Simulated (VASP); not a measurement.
The system is TaO.

```
CELL_PARAMETERS angstrom
2.49333 0.00000 0.00000
-1.24666 2.15928 0.00000
0.00000 0.00000 4.47835
ATOMIC_POSITIONS crystal
Ta 0.00000 0.00000 0.50000
O 0.00000 0.00000 0.00000
```

```yaml
Program: VASP 6.6.1
Task: relaxation of cell and atoms
Functional: PBE
Potentials_or_basis: VASP PAW PBE potentials, release 64 (Ta_pv, O)
Cutoff: 600 eV
k_mesh: 9 × 9 × 4
Occupations: gaussian, width 0.1 eV
Spin: no spin polarisation
```

At the start: pressure 36.4 GPa; volume 12.06 Å³/atom.

Question: Where does the relaxation end?

Answer: Over 10 steps the energy falls by 2222.0 meV/atom and the volume is 15.35 Å³/atom (+27.3 %); space group P6/mmm (No. 191, to 0.05 Å).

The path:
| step | energy change (eV) | largest force (eV/Å) | pressure (GPa) | volume (Å³) |
| --- | --- | --- | --- | --- |
| 1 | 0.0000 | 0.0000 | 36.43 | 24.11 |
| 2 | 2.1680 | 0.0000 | 123.30 | 31.00 |
| 3 | -4.3396 | 0.0000 | 11.25 | 28.28 |
| 4 | -4.3635 | 0.0000 | 13.65 | 28.50 |
| 5 | -4.3617 | 0.0000 | 14.62 | 28.58 |
| 6 | -4.0139 | 0.0000 | -22.99 | 34.28 |
| 7 | -4.4303 | 0.0000 | 0.27 | 30.12 |
| 8 | -4.4306 | 0.0000 | 0.98 | 30.03 |
| 9 | -4.4357 | 0.0000 | -0.67 | 31.22 |
| 10 | -4.4441 | 0.0000 | -0.06 | 30.69 |

Final structure:
```
Ta O
1.0
     3.03049    0.00000    0.00000
    -1.51524    2.62448    0.00000
     0.00000    0.00000    3.85911
Ta O
1 1
Cartesian
  0.0000 0.0000 1.9296
  0.0000 0.0000 0.0000
```

Caveat: the volume moved by over 15 % at a fixed basis, so the end points are rough; an odd number of electrons without spin polarisation forces a metal; a magnetic or distorted state may lie lower.
